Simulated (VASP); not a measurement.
Input of a VASP 6.6.1 run:

INCAR

```
PREC = Accurate ; ENCUT = 520
EDIFF = 1E-7 ; ISMEAR = -1
SIGMA = 0.15 ; LREAL = Auto
LASPH = T ; NELM = 100
ALGO = Normal ; ISIF = 2
LWAVE = F ; LCHARG = F
GGA = PS ; NBANDS = 32
```

Contents of KPOINTS:

```
regular mesh
0
Gamma
  5 5 1
```

The input POSCAR:

```
Be16P
1.0
    4.5800000000      0.0000000000      0.0000000000
    2.2900000000      3.9663960000      0.0000000000
    0.0000000000      0.0000000000     16.3826450000
Be P
16 1
Direct
   -0.1666666667      0.3333333333      0.0610402044
    0.3333333333      0.3333333333      0.0610402044
   -0.1666666667      0.8333333333      0.0610402044
    0.3333333333      0.8333333333      0.0610402044
   -0.0026819667      0.0013979946      0.1724192888
    0.5013233273      0.0013205943      0.1723838855
    0.0000684828      0.5000695846      0.1750311381
    0.5014006904      0.4973169598      0.1724184343
   -0.1636965658      0.3362926949      0.2855979605
    0.3279370155      0.3361368860      0.2855879499
   -0.1638586222      0.8279329648      0.2855898422
    0.3334895171      0.8334838478      0.2792097979
    0.0013985578     -0.0002783383      0.3919016130
    0.4994180136     -0.0005687783      0.3919348799
    0.0003135443      0.5003209463      0.4033932250
    0.4997370742      0.5013891704      0.3918948985
    0.3326615957      0.8327549745      0.4923552332
```

Potentials or basis: VASP PAW PBE potentials, release 64 (Be, P).

Command:

```console
$ cat potpaw_PBE.64/Be/POTCAR potpaw_PBE.64/P/POTCAR > POTCAR
$ mpirun -np 1 vasp_std > vasp.out
```

**Question.** Predict the largest force.

**Answer.** 0.216 eV/Å.

Forces on the atoms (eV/Å):
```
Be   0.038  0.022  0.056
Be  -0.036  0.021  0.055
Be   0.000 -0.042  0.055
Be   0.000  0.000 -0.216
Be   0.001  0.000  0.004
Be   0.004  0.002  0.008
Be  -0.001 -0.001 -0.001
Be   0.000  0.001  0.004
Be  -0.006 -0.003  0.000
Be   0.004  0.001  0.000
Be   0.003  0.003  0.000
Be  -0.004 -0.002 -0.002
Be  -0.022  0.007 -0.014
Be   0.007  0.004  0.007
Be   0.005  0.002  0.011
Be  -0.005 -0.021 -0.012
P    0.012  0.006  0.043
```

Caveat: the PAW data sets were made with another functional, which shifts forces and pressure a little.
